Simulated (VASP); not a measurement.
Input of a VASP 6.6.1 run:

INCAR

```
PREC = Accurate
ENCUT = 520
EDIFF = 1E-7
ISMEAR = 0
SIGMA = 0.1
LREAL = F
LASPH = T
NELM = 100
ALGO = Normal
ISIF = 2
LWAVE = F
LCHARG = F
GGA = PE
NBANDS = 17
```

File KPOINTS:

```
regular mesh
0
Gamma
  6 6 4
```

POSCAR

```
Al4Te
1.0
    3.3096339800      0.0000000000      0.0000000000
    0.0000000000      3.3096339800      0.0000000000
    0.0000000000      0.0000000000      7.0207938800
Al Te
4 1
Direct
    0.0000000000      0.0000000000      0.3333333300
    0.0000000000      0.0000000000      0.6666666700
    0.5000000000      0.5000000000      0.3333333300
    0.5000000000      0.5000000000      0.6666666700
    0.0000000000      0.0000000000      0.0000000000
```

Potentials or basis: VASP PAW PBE potentials, release 64 (Al, Te).

Launch:

```console
$ cat potpaw_PBE.64/Al/POTCAR potpaw_PBE.64/Te/POTCAR > POTCAR
$ mpirun -np 1 vasp_std > vasp.out
```

(1) Estimate the largest force.

(2) What does it give for the pressure?

(3) Estimate the band gap on the k mesh.

Results:

(1) 1.989 eV/Å.

(2) 51.8 GPa.

(3) zero (band 9 reaches 11.91 eV, above the bottom of band 10 at 6.99 eV).

Caveat: spin-orbit coupling is left out, which moves the levels of the heavy elements; forces of over 1 eV/Å act on the atoms, so gaps and moduli don't describe the material at rest.
